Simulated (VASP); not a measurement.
# Mg (Cmcm) in VASP: single point with LDA

Aim: the single point of Mg with LDA.

Program: VASP 6.6.1. These are calculated values, not measurements. Logs are shortened: lines on timing, memory, paths and dates and some standing lists are left out, and cuts for length are marked.

## Step 1: The cell of the first run

The structure is orthorhombic, space group Cmcm (No. 63). The conventional cell has a = 3.330 Å, b = 5.559 Å, c = 5.210 Å, α = 90.00°, β = 90.00°, γ = 90.00°. Within 4.2 Å of Mg (site symmetry m2m) lie 12 Mg at 3.20 to 3.33 Å.

## Step 2: Single point, LDA (strain +0.0375 x Voigt [1, 0, 0, 0, 0, 0])

Input file INCAR:

```
PREC = Accurate ; ENCUT = 520
EDIFF = 1E-6 ; ISMEAR = 0
SIGMA = 0.15 ; LREAL = False
LASPH = True ; NELM = 100
ALGO = Normal ; ISIF = 2
LWAVE = False ; LCHARG = False
GGA = CA ; NBANDS = 9
```

Input file KPOINTS:

```
Automatic mesh
0
Gamma
  18 18 10
```

Input file POSCAR:

```
Mg
1.0
    3.3296192150      0.0000000000      0.0000000000
   -1.6648096075      2.7793106748      0.0000000000
    0.0000000000      0.0000000000      5.2103300000
Mg
2
Direct
    0.3333333333      0.6666666667      0.2500000000
    0.6666666667      0.3333333333      0.7500000000
```

Potentials or basis: VASP PAW LDA potentials, release 64 (Mg).

Started as:

```
$ cat potpaw_LDA.64/Mg/POTCAR > POTCAR
$ mpirun -np 1 vasp_std > vasp.out
```

OUTCAR:

```text
PREC = Accurate
   ENCUT = 520
   EDIFF = 1E-6
   ISMEAR = 0
   LREAL = False
   LASPH = True
   NELM = 100
   ISIF = 2
   GGA = CA

 ion  position               nearest neighbor table
   1  0.333  0.667  0.250-   2 3.20   2 3.20   2 3.23   2 3.23   2 3.23   2 3.23
   2  0.667  0.333  0.750-   1 3.20   1 3.20   1 3.23   1 3.23   1 3.23   1 3.23

  Warning from LATTYP: Monoclinic adjustment (A1->A3, A2->A1, A3->A2)!
  LATTYP: Found a base centered orthorhombic cell.
 ALAT       =     3.3296192150
 B/A-ratio  =     1.6694465615
 C/A-ratio  =     1.5648426032

  Lattice vectors:

 A1 = (   1.6648096075,  -2.7793106748,   0.0000000000)
 A2 = (   1.6648096075,   2.7793106748,   0.0000000000)
 A3 = (   0.0000000000,   0.0000000000,   5.2103300000)

Analysis of symmetry for initial positions (statically):
=====================================================================
 Subroutine PRICEL returns:
 Original cell was already a primitive cell.

 Routine SETGRP: Setting up the symmetry group for a
 base centered orthorhombic supercell.

 Subroutine GETGRP returns: Found  8 space group operations
 (whereof  4 operations were pure point group operations)
 out of a pool of  8 trial point group operations.

The static configuration has the point symmetry C_2h.
 The point group associated with its full space group is D_2h.

Analysis of symmetry for dynamics (positions and initial velocities):
=====================================================================
 Subroutine PRICEL returns:
 Original cell was already a primitive cell.

 Routine SETGRP: Setting up the symmetry group for a
 base centered orthorhombic supercell.

 Subroutine GETGRP returns: Found  8 space group operations
 (whereof  4 operations were pure point group operations)
 out of a pool of  8 trial point group operations.

The dynamic configuration has the point symmetry C_2h.
 The point group associated with its full space group is D_2h.

 Subroutine INISYM returns: Found  8 space group operations
 (whereof  4 operations are pure point group operations),
 and found     1 'primitive' translations

----------------------------------------------------------------------------------------

                                     Primitive cell

[... 86 lines left out ...]
   LSORBIT =      F    spin-orbit coupling
   LASPH  =      T    aspherical Exc in radial PAW
   ENCUT  =  520.0 eV  38.22 Ry    6.18 a.u.   6.19  6.02  9.69*2*pi/ulx,y,z
   NELM   =    100;   NELMIN=  2; NELMDL= -5     # of ELM steps
   EDIFF  = 0.1E-05   stopping-criterion for ELM
   LREAL  =      F    real-space projection
   EDIFFG = 0.1E-04   stopping-criterion for IOM
   NSW    =      0    number of steps for IOM
   IBRION =     -1    ionic relax: 0-MD 1-quasi-New 2-CG
   NFREE  =      0    steps in history (QN), initial steepest desc. (CG)
   ISIF   =      2    stress and relaxation
   ISYM   =      2    0-nonsym 1-usesym 2-fastsym
   POTIM  = 0.5000    time-step for ionic-motion
   TEBEG  =    0.0;   TEEND  =   0.0 temperature during run
   PSTRESS=    0.0 pullay stress
   NELECT =       4.0000    total number of electrons
   NUPDOWN=      -1.0000    fix difference up-down
   EMIN   =  10.00;   EMAX   =-10.00  energy-range for DOS
   EFERMI =   0.00;   METHOD = LEGACY
   ISMEAR =     0;   SIGMA  =   0.15  broadening in eV -4-tet -1-fermi 0-gaus
   EFERMI_NEDOS =   21; number of points for ismear=-14 and -15
   IALGO  =     38    algorithm
   IMIX   =      4    mixing-type and parameters
     AMIX     =   0.40;   BMIX     =  1.00
     AMIX_MAG =   1.60;   BMIX_MAG =  1.00
  volume/ion in A,a.u.               =      24.11       162.69
  Fermi-wavevector in a.u.,A,eV,Ry     =   0.713996  1.349257  6.936121  0.509790
  Thomas-Fermi vector in A             =   1.801780
   LORBIT       =      0    0 simple, 1 ext, 2 COOP (PROOUT), +10 PAW based schemes
   GGA     = CA    functional components
   LHFCALC =     F    Hartree Fock is set to
   AEXX    =    0.0000 exact exchange contribution
   IVDW    =     0    specifies the selected vdW correction
   LEPSILON=     F    determine dielectric tensor
   LRPA    =     F    only Hartree local field effects (RPA)
 non-spin polarized calculation
 Gauss-broadening in eV      SIGMA  =   0.15
  energy-cutoff  :      520.00
  volume of cell :       48.22
 maximum number of plane-waves:      1320
 NGX is ok and might be reduce to    28
   NGX = 13   NGY = 13   NGZ = 19

 number of electron       4.0000000 magnetization

 Free energy of the ion-electron system (eV)
  ---------------------------------------------------
  ext. energy  EPLUGINS =         0.00000000
  ---------------------------------------------------
  free energy    TOTEN  =        -3.55225388 eV

  energy without entropy =       -3.54216015  energy(sigma->0) =       -3.54720702

 E-fermi :   2.2241     XC(G=0):  -8.5227

 val. band max:        2.2232077577   @ k =   0.3333   0.1111   0.0000
 cond. band min:       2.2257365776   @ k =   0.1667   0.3333   0.2000
 fundamental gap:      0.0025288199
 Fermi energy:         2.2241288443

 k-point     1 :       0.0000    0.0000    0.0000
  band No.  band energies     occupation
      1      -4.4906      2.00000
      2       0.7441      2.00000
      3       1.1094      2.00000
      4      12.2341      0.00000
      5      12.2798      0.00000
      6      12.7444      0.00000
      7      12.9802      0.00000
      8      13.9665      0.00000
      9      15.0061      0.00000
[... 265 lines left out ...]
 k-point    24 :      -0.2778    0.0556    0.0000
  band No.  band energies     occupation
      1      -3.3138      2.00000
      2       1.8267      1.99982
      3       2.2369      0.90409
      4       5.6446      0.00000
      5       8.5052      0.00000
      6      10.3825      0.00000
      7      10.8673      0.00000
      8      12.4253      0.00000
      9      13.3893      0.00000

 [... further k-points ...]
[... 5 lines left out ...]
  --------------------------------------------------------------------------------------
  -------------------------------------------------------------------------------------
  Total       -1.3397836     -0.9912242     -1.0354819      0.0000000      0.0000000      0.0000000
  in kB      -44.5193022    -32.9371180    -34.4077450      0.0000000      0.0000000      0.0000000
  external PRESSURE =     -37.2880551 kB  Pullay stress =       0.0000000 kB

 VOLUME and BASIS-vectors are now :
 -----------------------------------------------------------------------------
  energy-cutoff  :      520.00
  volume of cell :       48.22
      direct lattice vectors                 reciprocal lattice vectors
     3.329619215  0.000000000  0.000000000     0.300334644  0.179900723  0.000000000
    -1.664809608  2.779310675  0.000000000     0.000000000  0.359801446  0.000000000
     0.000000000  0.000000000  5.210330000     0.000000000  0.000000000  0.191926423

 POSITION                                       TOTAL-FORCE (eV/Angst)
 -----------------------------------------------------------------------------------
     -0.00000      1.85287      1.30258         0.000000     -0.021371     -0.000000
      1.66481      0.92644      3.90775         0.000000      0.021371      0.000000
 -----------------------------------------------------------------------------------
    total drift:                                0.000000      0.000000     -0.000000

  FREE ENERGIE OF THE ION-ELECTRON SYSTEM (eV)
  ---------------------------------------------------
  free  energy   TOTEN  =        -3.5522538830 eV

  energy  without entropy=       -3.5421601489  energy(sigma->0) =       -3.54720702
```

stdout:

```text
POSCAR found type information on POSCAR Mg
 POSCAR found :  1 types and       2 ions
 scaLAPACK will be used
 LDA part: xc-table for (Slater(with rela. corr.)+CA(PZ))
 , standard interpolation
 POSCAR, INCAR and KPOINTS ok, starting setup
 FFT: planning ... GRIDC
 FFT: planning ... GRID_SOFT
 FFT: planning ... GRID
 WAVECAR not read
 entering main loop
```

Wall time 1.8 min (1 thread of AMD EPYC 9R45 (Zen 5), shared host); peak memory 0.3 GiB.

What came out:

| Quantity | Value |
| --- | --- |
| Free energy | -3.5523 eV |
| Pressure | -3.7 GPa |
| Largest force | 0.021 eV/Å |
| Band gap on the k mesh | zero (band 2 reaches 3.34 eV, above the bottom of band 3 at 1.11 eV) |

Forces in eV/Å, atoms in the order of the input:
```
Mg   0.000 -0.021  0.000
Mg   0.000  0.021  0.000
```

Levels at points of the mesh, in eV from the Fermi level:
```
           k point  band 1  band 2  band 3  band 4  band 5  band 6  band 7
(0.00, 0.00, 0.00)   -6.71   -1.48   -1.11   10.01   10.06   10.52   10.76
(0.50, 0.00, 0.00)   -2.27   -2.14    2.51    3.03    3.15    3.52    6.66
(0.00, 0.50, 0.00)   -1.98   -1.95    2.80    3.20    3.37    3.77    5.88
(0.00, 0.00, 0.50)   -5.34   -5.34    5.14    5.14   10.83   10.83   11.50
(0.50, 0.00, 0.50)   -1.11   -1.11   -0.61   -0.61    7.82    7.82    8.01
(0.00, 0.50, 0.50)   -0.91   -0.91   -0.31   -0.31    7.06    7.06    7.63
```

Caveat: the cell differs from its parent crystal (strain +0.0375 x Voigt [1, 0, 0, 0, 0, 0]).
